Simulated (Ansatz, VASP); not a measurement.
**PbSe in VASP and in Ansatz**

```
CELL_PARAMETERS angstrom
0.00000 3.04761 3.23228
3.04761 0.00000 3.23228
3.04761 3.04761 0.00000
ATOMIC_POSITIONS crystal
Pb 0.00000 0.00000 0.00000
Se 0.50000 0.50000 0.50000
```

Change from the starting cell: z stretched by +4 % at fixed volume.

Alike in both runs: task single point; functional PBE; k mesh 10 × 10 × 10; occupations fermi-dirac, width 0.03 eV; no spin polarisation.

|  | VASP | Ansatz |
| --- | --- | --- |
| version | VASP 6.6.1 | Ansatz 0.2.0 |
| potentials or method | VASP PAW PBE potentials, release 64 (Pb_d, Se), cutoff 520 eV | all-electron LAPW, scalar-relativistic |

```csv
,VASP,Ansatz,Ansatz less VASP
pressure (GPa),0.5,0.5,+0.03
"traceless stress, the component that is largest in VASP (GPa)",-3.63,-3.62,+0.013
```

Ansatz ran all-electron here, and VASP with PAW potentials.

Neither program's run includes spin-orbit coupling.
